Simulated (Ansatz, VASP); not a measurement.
Two plane-wave programs on BaTiO3

```
Ba Ti O
1.0
     2.92010    1.68592    2.20537
    -2.92010    1.68592    2.20537
     0.00000   -3.37184    2.20537
Ba Ti O
1 1 3
Direct
  0.00279 0.00279 0.00279
  0.51625 0.51625 0.51625
  0.48975 0.48975 0.98016
  0.48975 0.98016 0.48975
  0.98016 0.48975 0.48975
```

Alike in both runs: task single point; functional r2SCAN; k mesh 6 × 6 × 6; occupations gaussian, width 0.05 eV; no spin polarisation.

|  | VASP | Ansatz |
| --- | --- | --- |
| version | VASP 6.6.1 | Ansatz 0.2.0 |
| potentials or method | VASP PAW PBE potentials, release 64 (Ba_sv, Ti_sv, O), cutoff 520 eV | scalar-relativistic, plane waves, PAW |
| valence electrons in the cell | 40 | 40 |

```tsv
	VASP	Ansatz	Ansatz less VASP
gap on the k mesh at the Fermi level (eV)	2.61	2.63	+0.020
least direct gap on the mesh (eV)	3.00	2.99	-0.005
pressure (GPa)	1.7	-0.3	-1.96
traceless stress, the component that is largest in VASP (GPa)	13.64	13.38	-0.260
rms of the force components (eV/Å)	0.122	0.110	-0.0122
```

VASP's potentials were made for PBE, not for r2SCAN. Atom by atom the forces differ by 0.059 eV/Å (rms over components). The functional is the same, so the differences come from potentials, cutoffs and numerics.

Spin-orbit coupling is off throughout.
